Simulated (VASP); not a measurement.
Here is a VASP 6.6.1 calculation.

File INCAR:

```
SYSTEM = Ni
ALGO = Normal
EDIFF = 1E-6
ENCUT = 590
GGA = PE
GGA_COMPAT = .False.
ISIF = 2
ISMEAR = -1
ISPIN = 2
LASPH = .True.
LCHARG = .True.
LELF = .True.
LMAXMIX = 4
LORBIT = 11
LREAL = .False.
LVHAR = .True.
LWAVE = .False.
MAGMOM = 1
NBANDS = 19
NELM = 200
PREC = Accurate
SIGMA = 0.1
```

The input KPOINTS:

```
k-points
0
Gamma
  18 18 17
  0 0 0
```

File POSCAR:

```
Ni
1.0
    1.9301053075      0.0000000000      0.0000000000
   -0.9650526538      1.6715202282      0.0000000000
    0.0000000000      0.0000000000      1.8375536626
Ni
1
Direct
    0.0000000000      0.0000000000      0.0000000000
```

Potentials or basis: VASP PAW PBE potentials, release 64 (Ni_sv_GW).

The run is started by

```sh
$ cat potpaw_PBE.64/Ni_sv_GW/POTCAR > POTCAR
$ mpirun -np 1 vasp_std > vasp.out
```

Question: Estimate the net moment.

Answer: 0.00 μB per cell.

Question: Predict the band gap on the k mesh.

Answer: Zero (filled and empty bands overlap).

Question: What does it give for the pressure?

Answer: 577.7 GPa.

Stress tensor (GPa, compression positive):
```
576.98   0.00   0.00
  0.00 576.98   0.00
  0.00   0.00 579.18
```
